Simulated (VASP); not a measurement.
# ZrC (Fm-3m) in VASP: elastic constants with PBEsol

Aim: the elastic constants of ZrC with PBEsol.

All numbers are computed with VASP 6.6.1; they aren't measurements. Logs are shortened: lines on timing, memory, paths and dates and some standing lists are left out, and cuts for length are marked.

## (1) The cell of the first run

The structure is cubic, space group Fm-3m (No. 225). The conventional cell has a = 4.669 Å, b = 4.669 Å, c = 4.669 Å, α = 90.00°, β = 90.00°, γ = 90.00°. Within 3.1 Å of Zr (site symmetry m-3m) lie 6 C at 2.33 Å. C (site symmetry m-3m) has 6 Zr at 2.33 Å within 3.1 Å.

## (2) Elastic constants, PBEsol

File INCAR:

```
SYSTEM = ZrC
PREC     = Accurate       ! precision mode
ENCUT    = 600            ! plane-wave cutoff, eV
EDIFF    = 1E-8           ! SCF threshold, eV
ISMEAR   = -1             ! smearing method
SIGMA    = 0.15           ! smearing width, eV
LREAL    = .FALSE.        ! projectors in reciprocal space
LASPH    = .TRUE.         ! aspherical terms in the spheres
NELM     = 100            ! most SCF steps
ALGO     = Normal         ! electronic algorithm
ISIF     = 3              ! what is computed and relaxed
LWAVE    = .FALSE.        ! write WAVECAR
LCHARG   = .TRUE.         ! write CHGCAR
GGA      = PS             ! functional
IBRION   = 6              ! ionic algorithm
NFREE    = 2            
POTIM    = 0.015          ! step
NSW      = 1              ! ionic steps
```

File KPOINTS:

```
regular mesh
0
G
  16 16 16
  0 0 0
```

File POSCAR:

```
ZrC
1.0
    0.0000000000      2.3346266100      2.3346266100
    2.3346266100      0.0000000000      2.3346266100
    2.3346266100      2.3346266100      0.0000000000
Zr C
1 1
Direct
    0.5000000000      0.5000000000      0.5000000000
    0.0000000000      0.0000000000      0.0000000000
```

Potentials or basis: VASP PAW PBE potentials, release 64 (Zr_sv, C).

The run is started by

```bash
> cat potpaw_PBE.64/Zr_sv/POTCAR potpaw_PBE.64/C/POTCAR > POTCAR
> mpirun -np 1 vasp_std > vasp.out
```

OUTCAR:

```text
SYSTEM = ZrC
   PREC = Accurate
   ENCUT = 600
   EDIFF = 1E-8
   ISMEAR = -1
   LREAL = .FALSE.
   LASPH = .TRUE.
   NELM = 100
   ISIF = 3
   GGA = PS
   IBRION = 6
   NFREE = 2
   POTIM = 0.015
   NSW = 1

 ion  position               nearest neighbor table
   1  0.500  0.500  0.500-   2 2.33   2 2.33   2 2.33   2 2.33   2 2.33   2 2.33
   2  0.000  0.000  0.000-   1 2.33   1 2.33   1 2.33   1 2.33   1 2.33   1 2.33

  LATTYP: Found a face centered cubic cell.
 ALAT       =     4.6692532200

  Lattice vectors:

 A1 = (   0.0000000000,   2.3346266100,   2.3346266100)
 A2 = (   2.3346266100,   0.0000000000,   2.3346266100)
 A3 = (   2.3346266100,   2.3346266100,   0.0000000000)

Analysis of symmetry for initial positions (statically):
=====================================================================
 Subroutine PRICEL returns:
 Original cell was already a primitive cell.

 Routine SETGRP: Setting up the symmetry group for a
 face centered cubic supercell.

 Subroutine GETGRP returns: Found 48 space group operations
 (whereof 48 operations were pure point group operations)
 out of a pool of 48 trial point group operations.

The static configuration has the point symmetry O_h .

Analysis of symmetry for dynamics (positions and initial velocities):
=====================================================================
 Subroutine PRICEL returns:
 Original cell was already a primitive cell.

 Routine SETGRP: Setting up the symmetry group for a
 face centered cubic supercell.

 Subroutine GETGRP returns: Found 48 space group operations
 (whereof 48 operations were pure point group operations)
 out of a pool of 48 trial point group operations.

The dynamic configuration has the point symmetry O_h .

 Subroutine INISYM returns: Found 48 space group operations
 (whereof 48 operations are pure point group operations),
 and found     1 'primitive' translations

----------------------------------------------------------------------------------------

                                     Primitive cell

  volume of cell :      25.4497

  direct lattice vectors                    reciprocal lattice vectors
     0.000000000  2.334626610  2.334626610    -0.214167010  0.214167010  0.214167010
     2.334626610  0.000000000  2.334626610     0.214167010 -0.214167010  0.214167010
     2.334626610  2.334626610  0.000000000     0.214167010  0.214167010 -0.214167010

  length of vectors
     3.301660615  3.301660615  3.301660615     0.370948142  0.370948142  0.370948142

  position of ions in fractional coordinates (direct lattice)
     0.500000000  0.500000000  0.500000000
     0.000000000  0.000000000  0.000000000

  ion indices of the primitive-cell ions
   primitive index   ion index
                 1           1
                 2           2

----------------------------------------------------------------------------------------

 KPOINTS: regular mesh

Automatic generation of k-mesh.
 Grid dimensions read from file:
 generate k-points for:   16   16   16

 Generating k-lattice:

  Cartesian coordinates                     Fractional coordinates (reciprocal lattice)
    -0.013385438  0.013385438  0.013385438     0.062500000  0.000000000  0.000000000
     0.013385438 -0.013385438  0.013385438     0.000000000  0.062500000  0.000000000
     0.013385438  0.013385438 -0.013385438     0.000000000  0.000000000  0.062500000

[... 111 lines left out ...]
  -------------------------------------------------------------------------------------
  Total        0.0485104      0.0485104      0.0485104     -0.0000000     -0.0000000     -0.0000000
  in kB        3.0539570      3.0539570      3.0539570     -0.0000000     -0.0000000     -0.0000000
  external PRESSURE =       3.0539570 kB  Pullay stress =       0.0000000 kB
[... 89 lines left out ...]
  FREE ENERGIE OF THE ION-ELECTRON SYSTEM (eV)
  ---------------------------------------------------
  free  energy   TOTEN  =       -20.5754507527 eV

  energy  without entropy=      -20.5509792920  energy(sigma->0) =      -20.56321502

[... ionic steps 4 to 14 ...]

--------------------------------------- Ionic step       15  -------------------------------------------

 number of electron      16.0000000 magnetization

------------------------ aborting loop because EDIFF is reached ----------------------------------------
[... 67 lines left out ...]
--------------------------------------- Ionic step       17  -------------------------------------------

 number of electron      16.0000000 magnetization

 Free energy of the ion-electron system (eV)
  ---------------------------------------------------
  ext. energy  EPLUGINS =         0.00000000
  ---------------------------------------------------
  free energy    TOTEN  =       -20.58471438 eV

  energy without entropy =      -20.55994958  energy(sigma->0) =      -20.57233198

 E-fermi :   9.7242     XC(G=0): -12.3786

 val. band max:        9.6832140309   @ k =   0.3750   0.3125   0.0000
 cond. band min:       9.7454120015   @ k =   0.4375   0.4375   0.0000
 fundamental gap:      0.0621979706
 Fermi energy:         9.7241874663

 k-point     1 :       0.0000    0.0000    0.0000
  band No.  band energies     occupation
      1     -38.1736      2.00000
      2     -15.9014      2.00000
      3     -15.9013      2.00000
      4     -15.9013      2.00000
      5      -1.6291      2.00000
      6      10.6274      0.00484
      7      10.6274      0.00484
      8      10.6707      0.00363
      9      10.7870      0.00167
     10      10.8381      0.00119
     11      10.8381      0.00119
     12      12.5873      0.00000
[... 331 lines left out ...]
 k-point    24 :      -0.0625    0.0625    0.0000
  band No.  band energies     occupation
      1     -38.1624      2.00000
      2     -15.9932      2.00000
      3     -15.9255      2.00000
      4     -15.9030      2.00000
      5      -1.3850      2.00000
      6       9.3068      1.88345
      7       9.5372      1.55333
      8       9.6580      1.21714
      9      10.9326      0.00063
     10      11.5849      0.00001
     11      11.6828      0.00000
     12      13.2329      0.00000

 [... further k-points ...]

------------------------ aborting loop because EDIFF is reached ----------------------------------------

  FORCE on cell =-STRESS in cart. coord.  units (eV):
  Direction    XX          YY          ZZ          XY          YZ          ZX
  --------------------------------------------------------------------------------------
  -------------------------------------------------------------------------------------
  Total        0.0580483      0.0479933      0.0479933      0.0000000      0.0000000      0.0000000
  in kB        3.6544153      3.0214053      3.0214053      0.0000000      0.0000000      0.0000000
  external PRESSURE =       3.2324086 kB  Pullay stress =       0.0000000 kB
[... 17 lines left out ...]
  FREE ENERGIE OF THE ION-ELECTRON SYSTEM (eV)
  ---------------------------------------------------
  free  energy   TOTEN  =       -20.5847143838 eV

  energy  without entropy=      -20.5599495845  energy(sigma->0) =      -20.57233198

 INTERNAL STRAIN TENSORS FROM STRAINED CELLS
 ============================================

 INTERNAL STRAIN TENSOR FOR ION    1 for displacements in x,y,z  (eV/Angst):
          X           Y           Z          XY          YZ          ZX
  --------------------------------------------------------------------------------
  x    -0.00000    -0.00000     0.00000    -0.00000     0.00000    -0.00000
  y    -0.00000     0.00000    -0.00000    -0.00000    -0.00000    -0.00000
  z     0.00000     0.00000     0.00000     0.00000    -0.00000     0.00000

 INTERNAL STRAIN TENSORS FROM DISPLACED ATOMS
 ============================================

 INTERNAL STRAIN TENSOR FOR ION    1 for displacements in x,y,z  (eV/Angst):
          X           Y           Z          XY          YZ          ZX
  --------------------------------------------------------------------------------
  x     0.00000     0.00000     0.00000     0.00000     0.00000     0.00000
  y     0.00000     0.00000     0.00000     0.00000     0.00000     0.00000
  z     0.00000     0.00000     0.00000     0.00000     0.00000     0.00000

 INTERNAL STRAIN TENSOR FOR ION    2 for displacements in x,y,z  (eV/Angst):
          X           Y           Z          XY          YZ          ZX
  --------------------------------------------------------------------------------
  x     0.00000     0.00000     0.00000     0.00000     0.00000     0.00000
  y     0.00000     0.00000     0.00000     0.00000     0.00000     0.00000
  z     0.00000     0.00000     0.00000     0.00000     0.00000     0.00000

 Eigenvectors and eigenvalues of the dynamical matrix
 ----------------------------------------------------

   1 f  =   13.330432 THz    83.757572 2PiTHz  444.655335 cm-1    55.130210 meV
             X         Y         Z           dx          dy          dz
      2.334627  2.334627  2.334627     0.000000    0.341158    0.000000
      0.000000  0.000000  0.000000     0.000000   -0.940006    0.000000
[... 21 lines left out ...]
   6 f/i=    0.000878 THz     0.005519 2PiTHz    0.029298 cm-1     0.003633 meV
             X         Y         Z           dx          dy          dz
      2.334627  2.334627  2.334627     0.000000    0.000000    0.940006
      0.000000  0.000000  0.000000     0.000000    0.000000    0.341158

--------------------------------------------------------------------------------------------------------

 ELASTIC MODULI CONTR FROM IONIC RELAXATION (kBar)
 Direction    XX          YY          ZZ          XY          YZ          ZX
 --------------------------------------------------------------------------------
 XX           0.0000      0.0000      0.0000      0.0000      0.0000      0.0000
 YY           0.0000      0.0000      0.0000      0.0000      0.0000      0.0000
 ZZ           0.0000      0.0000      0.0000      0.0000      0.0000      0.0000
 XY           0.0000      0.0000      0.0000      0.0000      0.0000      0.0000
 YZ           0.0000      0.0000      0.0000      0.0000      0.0000      0.0000
 ZX           0.0000      0.0000      0.0000      0.0000      0.0000      0.0000
 --------------------------------------------------------------------------------

 TOTAL ELASTIC MODULI (kBar)
 Direction    XX          YY          ZZ          XY          YZ          ZX
 --------------------------------------------------------------------------------
 XX        4999.6640   1051.7729   1051.7729      0.0000      0.0000     -0.0000
 YY        1051.7729   4999.6640   1051.7729      0.0000      0.0000      0.0000
 ZZ        1051.7729   1051.7729   4999.6640     -0.0000      0.0000      0.0000
 XY           0.0000      0.0000     -0.0000   1559.7888      0.0000      0.0000
 YZ           0.0000      0.0000      0.0000      0.0000   1559.7888      0.0000
 ZX          -0.0000      0.0000      0.0000      0.0000      0.0000   1559.7888
 --------------------------------------------------------------------------------
```

Wall time 20 min (1 thread of Intel Xeon 6975P-C (Granite Rapids), shared host); peak memory 0.81 GiB.

Results:

```yaml
Elastic_constants_C11_C12_C44: 500, 105, 156 GPa
Voigt_bulk_modulus: 237 GPa
Highest_phonon_frequency_at_Γ_LO-TO_splitting_left_out: 445 cm⁻¹
```

Phonon frequencies in cm⁻¹ (negative: imaginary):
| q point | frequencies |
| --- | --- |
| (0.000, 0.000, 0.000) | 0 0 0 445 445 445 |

Elastic tensor in Voigt notation (GPa, in the Cartesian axes of the cell as first typed):
```
500 105 105   0   0   0
105 500 105   0   0   0
105 105 500   0   0   0
  0   0   0 156   0   0
  0   0   0   0 156   0
  0   0   0   0   0 156
```

Clamped-ion elastic tensor (GPa):
```
500 105 105   0   0   0
105 500 105   0   0   0
105 105 500   0   0   0
  0   0   0 156   0   0
  0   0   0   0 156   0
  0   0   0   0   0 156
```

Caveat: the PAW data sets were made with another functional, which shifts forces and pressure a little.
